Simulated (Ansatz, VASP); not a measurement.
# NaCl in VASP and in Ansatz

File INCAR:

```
ALGO = Normal
EDIFF = 1E-8
ENCUT = 520
GGA = PS
ISIF = 2
ISMEAR = -1
LASPH = True
LCHARG = False
LEFG = True
LREAL = False
LWAVE = False
NBANDS = 14
NELM = 60
PREC = Accurate
SIGMA = 0.02
```

File KPOINTS:

```
k-points
0
Gamma
  8 8 8
```

Contents of POSCAR:

```
NaCl
1.0
    2.8600000000      0.0143000000      0.0143000000
    0.0143000000      2.8600000000      0.0143000000
    0.0143000000      0.0143000000      2.8600000000
Na Cl
1 1
Direct
    0.0000000000      0.0000000000      0.0000000000
    0.5000000000      0.5000000000      0.5000000000
```

Input for Ansatz:

```yaml
crystal:
  lattice:
    - [2.86, 0.0143, 0.0143]
    - [0.0143, 2.86, 0.0143]
    - [0.0143, 0.0143, 2.86]
  atoms:
    - { symbol: Na, position: [0.0, 0.0, 0.0] }
    - { symbol: Cl, position: [0.5, 0.5, 0.5] }
kpoints:
  mp_grid: { grid: [8, 8, 8] }
scf:
  occupations: { method: fermi_dirac, width: 0.02 }
hamiltonian:
  xc: pbesol
  pseudopotentials: { kind: all_electron, datasets: crystal }
output:
  forces: true
  stress: true
  eigenvalues: true
  efg: { contact_densities: true }
```

Change from the starting cell: equal xy, yz and zx shear strains of +1 %, crystal datasets.

Alike in both runs: task electric field gradients; functional PBEsol; k mesh 8 × 8 × 8; occupations fermi-dirac, width 0.02 eV; no spin polarisation.

|  | VASP | Ansatz |
| --- | --- | --- |
| version | VASP 6.6.1 | Ansatz 0.2.0 |
| potentials or method | VASP PAW PBE potentials, release 64 (Na_pv, Cl), cutoff 520 eV | all-electron PAW with datasets made for the crystal, scalar-relativistic |

Ansatz gave:

| Quantity | Value |
| --- | --- |
| gap on the k mesh at the Fermi level (eV) | 4.15 |
| pressure (GPa) | 59.5 |
| traceless stress, the component that is largest in VASP (GPa) | -0.66 |
| size of Vzz on the site where it differs most (V/Å²) | 1.8 |

Q: What did VASP give for the same quantities?

A: gap on the k mesh at the Fermi level (eV): 4.20; pressure (GPa): 60.1; traceless stress, the component that is largest in VASP (GPa): -0.68; size of Vzz on the site where it differs most (V/Å²): 2.0.

VASP's potentials were made for PBE, not for PBEsol. Both programs put the cell under a high pressure, so it lies far from rest at this level. Ansatz ran all-electron here, and VASP with PAW potentials.

Noted on VASP's run: the cell as given lies far from equilibrium.
